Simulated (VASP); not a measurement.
Write the native input for VASP 6.6.1 that does the following.

```
Task                   : single point
Functional             : PBE
Potentials or basis    : VASP PAW PBE potentials, release 64 (Ru_pv)
Cutoff                 : 520 eV
k mesh                 : 18 × 18 × 10
Occupations            : gaussian, width 0.1 eV
Spin                   : no spin polarisation
Dipole correction      : no
Further INCAR settings : ALGO = Fast; EDIFF = 1e-06; NBANDS = 21
```

The structure of Ru lies in POSCAR:

```
Ru
1.0
    2.7322079357      0.0000000000      0.0000000000
   -1.3661039679      2.3661614808      0.0000000000
    0.0000000000      0.0000000000      4.5806053440
Ru
2
Direct
    0.3333333333      0.6666666667      0.2500000000
    0.6666666667      0.3333333333      0.7500000000
```

This cell differs from its parent crystal: strained.

One way to write it, as run:

INCAR

```
SYSTEM = Ru
  PREC = Accurate
  ENCUT = 520
  EDIFF = 1E-6
  ISMEAR = 0
  SIGMA = 0.1
  LREAL = .False.
  LASPH = .True.
  NELM = 100
  ALGO = Fast
  ISIF = 2
  LWAVE = .False.
  LCHARG = .False.
  GGA = PE
  NBANDS = 21
```

KPOINTS

```
Automatic mesh
0
Gamma
  18 18 10
  0 0 0
```

Potentials or basis: VASP PAW PBE potentials, release 64 (Ru_pv).

The run is started by

```bash
$ cat potpaw_PBE.64/Ru_pv/POTCAR > POTCAR
$ mpirun -np 1 vasp_std > vasp.out
```

It gave:

```yaml
Pressure: -18.7 GPa
Band_gap_on_the_k_mesh: zero (bands 14 and 15 overlap by 2.59 eV)
```

Caveat: the cell differs from its parent crystal (strained); the stress differs along the axes, from -33 to -11 GPa.

It took 3 min on 1 thread of Intel Xeon 8259CL, on a shared host, peak memory 0.22 GiB.
